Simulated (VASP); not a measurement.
K, 4 atoms in the cell. Symmetry: P6_3/mmc, No. 194, hexagonal system. Conventional cell: a = 3.750 Å, b = 3.750 Å, c = 12.177 Å, α = 90.00°, β = 90.00°, γ = 120.00°. Within 4.9 Å of K (site symmetry -3m) lie 12 K at 3.74 to 3.75 Å. Within 4.9 Å of K (site symmetry -6m2) lie 12 K at 3.74 to 3.75 Å. This isn't the form of K at room conditions, which is bcc.

- Program: VASP 6.6.1
- Task: single point
- Functional: PBEsol
- Potentials or basis: VASP PAW PBE potentials, release 64 (K_sv)
- Cutoff: 520 eV
- k mesh: 12 × 12 × 4
- Occupations: gaussian, width 0.1 eV
- Spin: no spin polarisation
- Dipole correction: no
- Further INCAR settings: ALGO = Fast; EDIFF = 1e-06; NBANDS = 26

Potentials or basis: VASP PAW PBE potentials, release 64 (K_sv).

The run is started by

```bash
$ cat potpaw_PBE.64/K_sv/POTCAR > POTCAR
$ mpirun -np 1 vasp_std > vasp.out
```

Hardware: 1 thread of Intel(R) Xeon(R) 6975P-C (Granite Rapids) (shared host).

Q: How long does it take, and how much memory?

A: Run time: 2.9 min on 1 thread of Intel(R) Xeon(R) 6975P-C (Granite Rapids), with other jobs on the host, peak memory 0.35 GiB. Counts: scf iterations 23, k points 57.
